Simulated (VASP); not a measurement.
MgO:

```
Mg O
1.0
     3.48402    0.00000    0.00000
    -1.74201    3.01725    0.00000
     0.00000    0.00000    4.18532
Mg O
2 2
Direct
  0.33333 0.66667 0.25000
  0.66667 0.33333 0.75000
  0.66667 0.33333 0.25000
  0.33333 0.66667 0.75000
```

Base run:

- Program: VASP 6.6.1
- Functional: PBE
- Potentials or basis: VASP PAW PBE potentials, release 64 (Mg, O)
- Cutoff: 520 eV
- k mesh: 12 × 12 × 6
- Occupations: gaussian, width 0.01 eV
- Spin: no spin polarisation

Its results: band gap on the k mesh 3.43 eV, direct; pressure 4.0 GPa.

**Question.** The run is repeated on the same cell with these changes: functional from PBE to r2SCAN. What comes out?

**Answer.** Band gap on the k mesh 4.08 eV, direct; pressure -0.8 GPa.

r2SCAN gives the wider gap, since meta-GGAs in the generalised Kohn-Sham scheme recover part of the derivative discontinuity.

Caveats: the PAW data sets were made with another functional, which shifts forces and pressure a little (some runs).

A k mesh can miss the band edges.
